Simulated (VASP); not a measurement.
# C (P6_3/mmc) in VASP: a series of runs, part 2 of 3

VASP 6.6.1. Earlier steps stand in the parts before.

**3. Single point, PBE**

This run uses another cell than the first one, of 5.12 Å³/atom.

Input file INCAR:

```
SYSTEM = C
ALGO = Normal
EDIFF = 1E-6
ENCUT = 520
GGA = PE
ISIF = 2
ISMEAR = -1
LASPH = .True.
LCHARG = .False.
LREAL = .False.
LWAVE = .False.
NBANDS = 11
NELM = 60
PREC = Accurate
SIGMA = 0.1
```

Input file KPOINTS:

```
k-points
0
Gamma
  23 23 13
  0 0 0
```

Input file POSCAR:

```
C
1.0
    1.6113866869      0.0000000000      0.0000000000
   -0.8056933435      1.3955018062      0.0000000000
    0.0000000000      0.0000000000      4.5542670610
C
2
Direct
    0.3333333333      0.6666666667      0.2500000000
    0.6666666667      0.3333333333      0.7500000000
```

Potentials or basis: VASP PAW PBE potentials, release 64 (C).

On the command line:

```
$ cat potpaw_PBE.64/C/POTCAR > POTCAR
$ mpirun -np 1 vasp_std > vasp.out
```

OUTCAR:

```text
SYSTEM = C
   EDIFF = 1E-6
   ENCUT = 520
   GGA = PE
   ISIF = 2
   ISMEAR = -1
   LASPH = .True.
   LREAL = .False.
   NELM = 60
   PREC = Accurate

 ion  position               nearest neighbor table
   1  0.333  0.667  0.250-
   2  0.667  0.333  0.750-

  LATTYP: Found a hexagonal cell.
 ALAT       =     1.6113866869
 C/A-ratio  =     2.8263030209

  Lattice vectors:

 A1 = (   1.6113866869,   0.0000000000,   0.0000000000)
 A2 = (  -0.8056933435,   1.3955018062,   0.0000000000)
 A3 = (   0.0000000000,   0.0000000000,   4.5542670610)

Analysis of symmetry for initial positions (statically):
=====================================================================
 Subroutine PRICEL returns:
 Original cell was already a primitive cell.

 Routine SETGRP: Setting up the symmetry group for a
 hexagonal supercell.

 Subroutine GETGRP returns: Found 24 space group operations
 (whereof 12 operations were pure point group operations)
 out of a pool of 24 trial point group operations.

The static configuration has the point symmetry D_3d.
 The point group associated with its full space group is D_6h.

Analysis of symmetry for dynamics (positions and initial velocities):
=====================================================================
 Subroutine PRICEL returns:
 Original cell was already a primitive cell.

 Routine SETGRP: Setting up the symmetry group for a
 hexagonal supercell.

 Subroutine GETGRP returns: Found 24 space group operations
 (whereof 12 operations were pure point group operations)
 out of a pool of 24 trial point group operations.

The dynamic configuration has the point symmetry D_3d.
 The point group associated with its full space group is D_6h.

 Subroutine INISYM returns: Found 24 space group operations
 (whereof 12 operations are pure point group operations),
 and found     1 'primitive' translations

----------------------------------------------------------------------------------------

                                     Primitive cell

  volume of cell :      10.2411

  direct lattice vectors                    reciprocal lattice vectors
     1.611386687  0.000000000  0.000000000     0.620583506  0.358294054  0.000000000
    -0.805693343  1.395501806  0.000000000     0.000000000  0.716588109  0.000000000
     0.000000000  0.000000000  4.554267061     0.000000000  0.000000000  0.219574300

  length of vectors
     1.611386687  1.611386687  4.554267061     0.716588109  0.716588109  0.219574300

  position of ions in fractional coordinates (direct lattice)
     0.333333333  0.666666667  0.250000000
     0.666666667  0.333333333  0.750000000

  ion indices of the primitive-cell ions
   primitive index   ion index
                 1           1
                 2           2

----------------------------------------------------------------------------------------

 KPOINTS: k-points

Automatic generation of k-mesh.
 Grid dimensions read from file:
 generate k-points for:   23   23   13

 Generating k-lattice:

  Cartesian coordinates                     Fractional coordinates (reciprocal lattice)
     0.026981892  0.015578002  0.000000000     0.043478261  0.000000000  0.000000000
     0.000000000  0.031156005  0.000000000     0.000000000  0.043478261  0.000000000
     0.000000000  0.000000000  0.016890331     0.000000000  0.000000000  0.076923077

  Length of vectors
     0.031156005  0.031156005  0.016890331

  Shift w.r.t. Gamma in fractional coordinates (k-lattice)
     0.000000000  0.000000000  0.000000000

 Subroutine IBZKPT returns following result:
 ===========================================

 Found    392 irreducible k-points:

 Following reciprocal coordinates:
            Coordinates               Weight
  0.000000  0.000000  0.000000      1.000000
  0.043478 -0.000000  0.000000      6.000000
  0.086957  0.000000  0.000000      6.000000
  0.130435  0.000000  0.000000      6.000000
  0.173913  0.000000  0.000000      6.000000
  0.217391  0.000000  0.000000      6.000000
[... 16 lines left out ...]
  0.478261  0.043478  0.000000      6.000000
  0.086957  0.086957  0.000000      6.000000
 [... further k-points ...]
   k-points           NKPTS =    392   k-points in BZ     NKDIM =    392   number of bands    NBANDS=     11
   number of dos      NEDOS =    301   number of ions     NIONS =      2
   total plane-waves  NPLWV =   5184
   dimension x,y,z NGX =    12 NGY =   12 NGZ =   36
   dimension x,y,z NGXF=    24 NGYF=   24 NGZF=   72
   ions per type =               2
   NGX,Y,Z   is equivalent  to a cutoff of  12.38, 12.38, 13.14 a.u.
   NGXF,Y,Z  is equivalent  to a cutoff of  24.76, 24.76, 26.28 a.u.
 SYSTEM =  C
   PREC   = accura    normal or accurate (medium, high low for compatibility)
   ISTART =      0    job   : 0-new  1-cont  2-samecut
   ICHARG =      2    charge: 1-file 2-atom 10-const
   ISPIN  =      1    spin polarized calculation?
   LNONCOLLINEAR =      F non collinear calculations
   LSORBIT =      F    spin-orbit coupling
   LASPH  =      T    aspherical Exc in radial PAW
   ENCUT  =  520.0 eV  38.22 Ry    6.18 a.u.   3.00  3.00  8.47*2*pi/ulx,y,z
   NELM   =     60;   NELMIN=  2; NELMDL= -5     # of ELM steps
   EDIFF  = 0.1E-05   stopping-criterion for ELM
   LREAL  =      F    real-space projection
   EDIFFG = 0.1E-04   stopping-criterion for IOM
   NSW    =      0    number of steps for IOM
   IBRION =     -1    ionic relax: 0-MD 1-quasi-New 2-CG
   NFREE  =      0    steps in history (QN), initial steepest desc. (CG)
   ISIF   =      2    stress and relaxation
   ISYM   =      2    0-nonsym 1-usesym 2-fastsym
   POTIM  = 0.5000    time-step for ionic-motion
   TEBEG  =    0.0;   TEEND  =   0.0 temperature during run
   PSTRESS=    0.0 pullay stress
   NELECT =       8.0000    total number of electrons
   NUPDOWN=      -1.0000    fix difference up-down
   EMIN   =  10.00;   EMAX   =-10.00  energy-range for DOS
   EFERMI =   0.00;   METHOD = LEGACY
   ISMEAR =    -1;   SIGMA  =   0.10  broadening in eV -4-tet -1-fermi 0-gaus
   EFERMI_NEDOS =   21; number of points for ismear=-14 and -15
   IALGO  =     38    algorithm
   IMIX   =      4    mixing-type and parameters
     AMIX     =   0.40;   BMIX     =  1.00
     AMIX_MAG =   1.60;   BMIX_MAG =  1.00
  volume/ion in A,a.u.               =       5.12        34.56
  Fermi-wavevector in a.u.,A,eV,Ry     =   1.507724  2.849186 30.929207  2.273233
  Thomas-Fermi vector in A             =   2.618273
   LORBIT       =      0    0 simple, 1 ext, 2 COOP (PROOUT), +10 PAW based schemes
   GGA     = PE    functional components
   LHFCALC =     F    Hartree Fock is set to
   AEXX    =    0.0000 exact exchange contribution
   IVDW    =     0    specifies the selected vdW correction
   LEPSILON=     F    determine dielectric tensor
   LRPA    =     F    only Hartree local field effects (RPA)
 non-spin polarized calculation
  energy-cutoff  :      520.00
  volume of cell :       10.24
 maximum number of plane-waves:       288
 NGX is ok and might be reduce to    12
   NGX =  5   NGY =  5   NGZ = 17

 number of electron       8.0000001 magnetization

 Free energy of the ion-electron system (eV)
  ---------------------------------------------------
  ext. energy  EPLUGINS =         0.00000000
  ---------------------------------------------------
  free energy    TOTEN  =        -9.41903412 eV

  energy without entropy =       -9.40093613  energy(sigma->0) =       -9.40998512

 E-fermi :  12.9576     XC(G=0): -14.0878

 val. band max:       12.9476832629   @ k =   0.3478   0.0870   0.3846
 cond. band min:      12.9637239275   @ k =   0.3043   0.1739   0.3077
 fundamental gap:      0.0160406646
 Fermi energy:        12.9575791846

 k-point     1 :       0.0000    0.0000    0.0000
  band No.  band energies     occupation
      1     -12.5839      2.00000
      2      -9.6077      2.00000
      3      -1.6314      2.00000
      4       8.1137      2.00000
      5      21.6448      0.00000
      6      32.3597      0.00000
      7      32.3597      0.00000
      8      32.5158      0.00000
      9      32.5158      0.00000
     10      39.6150      0.00000
     11      53.1015      0.00000
[... 309 lines left out ...]
 k-point    24 :       0.0870    0.0870    0.0000
  band No.  band energies     occupation
      1     -11.2597      2.00000
      2      -8.4179      2.00000
      3       0.0102      2.00000
      4       9.5704      2.00000
      5      22.0738      0.00000
      6      28.3592      0.00000
      7      29.2347      0.00000
      8      29.5608      0.00000
      9      30.3435      0.00000
     10      39.9890      0.00000
     11      53.1924      0.00000

 [... further k-points ...]

------------------------ aborting loop because EDIFF is reached ----------------------------------------

  FORCE on cell =-STRESS in cart. coord.  units (eV):
  Direction    XX          YY          ZZ          XY          YZ          ZX
  --------------------------------------------------------------------------------------
  -------------------------------------------------------------------------------------
  Total        6.1206450      6.1206450      6.1358077     -0.0000000      0.0000000      0.0000000
  in kB      957.5448085    957.5448086    959.9169443     -0.0000000      0.0000000      0.0000000
  external PRESSURE =     958.3355205 kB  Pullay stress =       0.0000000 kB

 VOLUME and BASIS-vectors are now :
 -----------------------------------------------------------------------------
  energy-cutoff  :      520.00
  volume of cell :       10.24
      direct lattice vectors                 reciprocal lattice vectors
     1.611386687  0.000000000  0.000000000     0.620583506  0.358294054  0.000000000
    -0.805693343  1.395501806  0.000000000     0.000000000  0.716588109  0.000000000
     0.000000000  0.000000000  4.554267061     0.000000000  0.000000000  0.219574300

 POSITION                                       TOTAL-FORCE (eV/Angst)
 -----------------------------------------------------------------------------------
     -0.00000      0.93033      1.13857         0.000000     -0.000000      0.000000
      0.80569      0.46517      3.41570         0.000000      0.000000      0.000000
 -----------------------------------------------------------------------------------
    total drift:                                0.000000     -0.000000      0.000000

  FREE ENERGIE OF THE ION-ELECTRON SYSTEM (eV)
  ---------------------------------------------------
  free  energy   TOTEN  =        -9.4190341152 eV

  energy  without entropy=       -9.4009361318  energy(sigma->0) =       -9.40998512
```

stdout:

```text
POSCAR found type information on POSCAR C
 POSCAR found :  1 types and       2 ions
 scaLAPACK will be used
 LDA part: xc-table for (Slater+PW92), standard interpolation
 POSCAR, INCAR and KPOINTS ok, starting setup
 FFT: planning ... GRIDC
 FFT: planning ... GRID_SOFT
 FFT: planning ... GRID
 WAVECAR not read
 entering main loop
```

Run time: 20 s. Hardware: 1 thread of Intel Xeon 8259CL, shared host; peak memory 0.14 GiB.

Results:

```
Free energy            : -9.4190 eV
Pressure               : 95.8 GPa
Band gap on the k mesh : zero (bands 4 and 5 overlap by 4.48 eV)
```

Caveat: the cell stands under pressure.

**4. Single point, PBE**

This run uses another cell than the first one, of 5.12 Å³/atom.

Input file INCAR:

```
SYSTEM = C
PREC = Accurate ; ENCUT = 520
EDIFF = 1E-6 ; ISMEAR = -1
SIGMA = 0.1 ; LREAL = .False.
LASPH = .True. ; NELM = 100
ALGO = Normal ; ISIF = 2
LWAVE = .False. ; LCHARG = .False.
GGA = PE ; NBANDS = 11
```

Input file KPOINTS:

```
Automatic mesh
0
Gamma
  23 23 13
  0 0 0
```

Input file POSCAR:

```
C
1.0
    1.6107248882      0.0000000000      0.0000000000
   -0.8053624441      1.3949286717      0.0000000000
    0.0000000000      0.0000000000      4.5557963176
C
2
Direct
    0.3333333333      0.6666666667      0.2500000000
    0.6666666667      0.3333333333      0.7500000000
```

On the command line:

```
$ cat potpaw_PBE.64/C/POTCAR > POTCAR
$ mpirun -np 1 vasp_std > vasp.out
```

It took 24 s on 1 thread of Intel Xeon 8259CL, shared host; peak memory 0.14 GiB.

Results (log left out):

| Property | Result |
| --- | --- |
| Free energy | -9.4160 eV |
| Pressure | 96.3 GPa |
| Band gap on the k mesh | zero (bands 4 and 5 overlap by 4.48 eV) |

Stress tensor (GPa, compression positive):
```
96.49  0.00  0.00
 0.00 96.49  0.00
 0.00  0.00 95.92
```

Levels at points of the mesh, in eV from the Fermi level:
```
           k point  band 2  band 3  band 4  band 5  band 6  band 7
(0.00, 0.00, 0.00)  -22.58  -14.60   -4.87    8.66   19.43   19.43
```

Caveat: the cell stands under pressure.

(Part 2 of 3 ends here.)
